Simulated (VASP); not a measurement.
Set up this calculation in VASP 6.6.1, as the native input.

```
Task                   : single point
Functional             : LDA
Potentials or basis    : VASP PAW LDA potentials, release 64 (Re_sv_GW)
Cutoff                 : 560 eV
k mesh                 : 18 × 18 × 10
Occupations            : fermi-dirac, width 0.08 eV
Spin                   : no spin polarisation
Dipole correction      : no
Further INCAR settings : ALGO = Normal; EDIFF = 1e-06; NBANDS = 22
```

The structure of Re lies in POSCAR:

```
Re
1.0
    2.4092193053      0.0000000000      0.0000000000
   -1.2046096526      2.0864451217      0.0000000000
    0.0000000000      0.0000000000      3.8783041766
Re
2
Direct
    0.3333333333      0.6666666667      0.2500000000
    0.6666666667      0.3333333333      0.7500000000
```

One way to write it, as run:

INCAR

```
  ALGO = Normal
  EDIFF = 1E-6
  ENCUT = 560
  GGA = CA
  GGA_COMPAT = False
  ISIF = 2
  ISMEAR = -1
  LASPH = True
  LCHARG = False
  LREAL = False
  LWAVE = False
  NBANDS = 22
  NELM = 120
  PREC = Accurate
  SIGMA = 0.08
```

KPOINTS

```
k-points
0
Gamma
  18 18 10
```

Potentials or basis: VASP PAW LDA potentials, release 64 (Re_sv_GW).

The run is started by

```sh
$ cat potpaw_LDA.64/Re_sv_GW/POTCAR > POTCAR
$ mpirun -np 1 vasp_std > vasp.out
```

Results of the run:

| Property | Result |
| --- | --- |
| Pressure | 355.7 GPa |
| Band gap on the k mesh | zero (bands 15 and 16 overlap by 6.93 eV) |

Caveat: the cell stands under pressure; spin-orbit coupling is left out, which moves the levels of the heavy elements.

Run time: 84 s on 1 thread of AMD EPYC 7R43 64-Core Processor (Zen 3), with other jobs on the host, peak memory 0.16 GiB.
